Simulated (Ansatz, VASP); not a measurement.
# MgC2 in VASP and in Ansatz

Contents of INCAR:

```
SYSTEM = MgC2
PREC     = Accurate       ! precision mode
ENCUT    = 750            ! plane-wave cutoff, eV
EDIFF    = 1E-6           ! SCF threshold, eV
ISMEAR   = 0              ! smearing method
SIGMA    = 0.01           ! smearing width, eV
LREAL    = .FALSE.        ! projectors in reciprocal space
LASPH    = .TRUE.         ! aspherical terms in the spheres
NELM     = 120            ! most SCF steps
ALGO     = Normal         ! electronic algorithm
ISIF     = 2              ! what is computed and relaxed
LWAVE    = .FALSE.        ! write WAVECAR
LCHARG   = .FALSE.        ! write CHGCAR
GGA      = PE             ! functional
NBANDS   = 27             ! bands
GGA_COMPAT= .FALSE.
```

KPOINTS

```
Automatic mesh
0
G
  4 4 4
  0 0 0
```

File POSCAR:

```
MgC2
1.0
    3.8973815762      0.0000000000      0.0000000000
    0.0000000000      3.8973815762      0.0000000000
    0.0000000000      0.0000000000      4.9196876430
Mg C
2 4
Direct
    0.5000000000      0.5000000000      0.0000000000
    0.0000000000      0.0000000000      0.5000000000
    0.8876550000      0.8876550000      0.0000000000
    0.6123450000      0.3876550000      0.5000000000
    0.1123450000      0.1123450000      0.0000000000
    0.3876550000      0.6123450000      0.5000000000
```

Input for Ansatz:

```yaml
crystal:
  lattice:
    - [3.897381576154845, 0.0, 0.0]
    - [0.0, 3.897381576154845, 0.0]
    - [0.0, 0.0, 4.919687643024268]
  atoms:
    - { symbol: Mg, position: [0.5, 0.5, 0.0] }
    - { symbol: Mg, position: [0.0, 0.0, 0.5] }
    - { symbol: C, position: [0.887655, 0.887655, 0.0] }
    - { symbol: C, position: [0.612345, 0.387655, 0.5] }
    - { symbol: C, position: [0.112345, 0.112345, 0.0] }
    - { symbol: C, position: [0.387655, 0.612345, 0.5] }
basis:
  ecutwfc: 557.833418042754
kpoints:
  mp_grid:
    grid: [4, 4, 4]
scf:
  occupations:
    method: fixed
output:
  stress: true
```

Alike in both runs: task single point; functional PBE; k mesh 4 × 4 × 4; no spin polarisation.

```csv
,VASP,Ansatz
version,VASP 6.6.1,Ansatz 0.2.0
potentials or method,"VASP PAW PBE potentials, release 64 (Mg_sv, C), cutoff 750 eV","plane waves, PAW"
occupations,"gaussian, width 0.01 eV",fixed
valence electrons in the cell,36,36
```

|  | VASP | Ansatz | Ansatz less VASP |
| --- | --- | --- | --- |
| pressure (GPa) | 4.6 | 4.8 | +0.22 |
| traceless stress, the component that is largest in VASP (GPa) | -2.57 | -2.39 | +0.173 |
